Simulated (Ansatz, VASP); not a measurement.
PbSe in VASP and in Ansatz

```
Pb Se
1.0
     2.15488   -6.13395    0.00000
     2.15488    6.13395    0.00000
     0.00000    0.00000    4.45049
Pb Se
2 2
Direct
  0.63176 0.36824 0.75000
  0.36824 0.63176 0.25000
  0.86129 0.13871 0.75000
  0.13871 0.86129 0.25000
```

Alike in both runs: task single point; functional r2SCAN; k mesh 4 × 4 × 4; no spin polarisation.

```csv
,VASP,Ansatz
version,VASP 6.6.1,Ansatz 0.2.0
potentials or method,"VASP PAW PBE potentials, release 64 (Pb_d, Se), cutoff 550 eV","plane waves, PAW"
occupations,"gaussian, width 0.01 eV",fixed
valence electrons in the cell,40,60
```

|  | VASP | Ansatz | Ansatz less VASP |
| --- | --- | --- | --- |
| gap on the k mesh at the Fermi level (eV) | 1.44 | 1.44 | +0.001 |

VASP's potentials were made for PBE, not for r2SCAN. VASP's potentials hold 40 valence electrons a cell and Ansatz's 60, so a difference there can come from the potentials and not from the codes.

Spin-orbit coupling is off throughout.
